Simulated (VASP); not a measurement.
A run of VASP 6.6.1 is set up as follows.

Contents of INCAR:

```
SYSTEM = SrTiTe3
PREC     = Accurate       ! precision mode
ENCUT    = 520            ! plane-wave cutoff, eV
EDIFF    = 1E-6           ! SCF threshold, eV
ISMEAR   = 0              ! smearing method
SIGMA    = 0.1            ! smearing width, eV
LREAL    = .FALSE.        ! projectors in reciprocal space
LASPH    = .TRUE.         ! aspherical terms in the spheres
NELM     = 150            ! most SCF steps
ALGO     = Normal         ! electronic algorithm
ISIF     = 2              ! what is computed and relaxed
LWAVE    = .FALSE.        ! write WAVECAR
LCHARG   = .FALSE.        ! write CHGCAR
ISPIN    = 2              ! spin polarisation
MAGMOM   = 0 1 0 0 0      ! initial moments
LORBIT   = 11             ! projections on sites
LMAXMIX  = 4              ! l up to which the mixer works
GGA      = PE             ! functional
NBANDS   = 32             ! bands
```

Contents of KPOINTS:

```
Automatic mesh
0
G
  4 4 4
  0 0 0
```

POSCAR

```
SrTiTe3
1.0
    5.4336232870      0.0000000000      0.0000000000
    0.0000000000      5.4336232870      0.0000000000
    0.0000000000      0.0000000000      5.4336232870
Sr Ti Te
1 1 3
Direct
    0.5000000000      0.5000000000      0.5000000000
    0.0000000000      0.0000000000      0.0000000000
    0.0000000000      0.0000000000      0.5000000000
    0.0000000000      0.5000000000      0.0000000000
    0.5000000000      0.0000000000      0.0000000000
```

Potentials or basis: VASP PAW PBE potentials, release 64 (Sr_sv, Ti_sv, Te).

The run is started by

```sh
$ cat potpaw_PBE.64/Sr_sv/POTCAR potpaw_PBE.64/Ti_sv/POTCAR potpaw_PBE.64/Te/POTCAR > POTCAR
$ mpirun -np 1 vasp_std > vasp.out
```

Task: Estimate the band gap on the k mesh.

Result: Zero (filled and empty bands overlap).

Task: What does it give for the pressure?

Result: 0.1 GPa.

Task: What does it give for the net moment?

Result: 0.00 μB per cell.

Caveat: spin-orbit coupling is left out, which moves the levels of the heavy elements.
